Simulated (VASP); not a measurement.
The system is EuO.

```
Eu O
1.0
     0.00000    2.57195    2.57195
     2.57195    0.00000    2.57195
     2.57195    2.57195    0.00000
Eu O
1 1
Direct
  0.00000 0.00000 0.00000
  0.50000 0.50000 0.50000
```

Base run:

* Program: VASP 6.6.1
* Functional: PBE
* Potentials or basis: VASP PAW PBE potentials, release 64 (Eu, O)
* Cutoff: 600 eV
* k mesh: 9 × 9 × 9
* Occupations: fermi-dirac, width 0.15 eV
* Spin: collinear spin, ferromagnetic start
* Starting moments: [7.0, 0.0] μB
* Hubbard terms: Eu f U = 8.0 eV

Its results: band gap on the k mesh 0.65 eV (least direct gap 0.86 eV); pressure 2.3 GPa; net moment 7.00 μB per cell; site moments Eu +6.75; O -0.09 μB.

Question: The run is repeated on the same cell with these changes: hubbard terms from Eu f U = 8.0 eV to Eu f U = 2.0 eV. What comes out?

Answer: Band gap on the k mesh zero (filled and empty bands overlap); pressure -2.6 GPa; net moment 6.97 μB per cell; site moments Eu +6.63; O -0.10 μB.

Caveats: spin-orbit coupling is left out, which moves the levels of the heavy elements; a cell with one magnetic atom can't hold antiferromagnetic order, which such compounds often take; an odd mesh through Γ misses points on the zone boundary, where band edges can lie (at least some runs).
